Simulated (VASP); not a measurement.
## Ge: single point with PBE

The system is Ge.

```
Ge
1.0
     2.64896    0.00000    0.00000
    -1.32448    2.29407    0.00000
     0.00000    0.00000    4.46157
Ge
2
Direct
  0.33333 0.66667 0.25000
  0.66667 0.33333 0.75000
```

This isn't the form of Ge at room conditions, which is diamond.

- Program: VASP 6.6.1
- Task: single point
- Functional: PBE
- Potentials or basis: VASP PAW PBE potentials, release 64 (Ge_d)
- Cutoff: 520 eV
- k mesh: 14 × 14 × 8
- Occupations: fermi-dirac, width 0.1 eV
- Spin: no spin polarisation
- Dipole correction: no
- Further INCAR settings: ALGO = Normal; EDIFF = 1e-06; NBANDS = 21

```json
{
 "Pressure": "50.4 GPa",
 "Band gap on the k mesh": "zero (bands 14 and 15 overlap by 13.75 eV)"
}
```

Stress tensor (GPa, compression positive):
```
50.51  0.00  0.00
 0.00 50.51  0.00
 0.00  0.00 50.31
```

Levels at points of the mesh, in eV from the Fermi level:
| k point | band 12 | band 13 | band 14 | band 15 | band 16 | band 17 |
| --- | --- | --- | --- | --- | --- | --- |
| (0.00, 0.00, 0.00) | -9.34 | -8.16 | 9.81 | 9.81 | 11.74 | 12.12 |
| (0.50, 0.00, 0.00) | -8.83 | -2.47 | -2.24 | -1.78 | 0.71 | 3.58 |
| (0.00, 0.00, 0.50) | -14.66 | 0.88 | 0.88 | 11.27 | 11.27 | 11.27 |
| (0.50, 0.00, 0.50) | -7.70 | -6.87 | -6.87 | 5.57 | 5.57 | 6.02 |

Run time: 23 s on 1 thread of Intel(R) Xeon(R) 6975P-C (Granite Rapids) (shared host), peak memory 0.17 GiB.

Caveat: the cell stands under pressure.
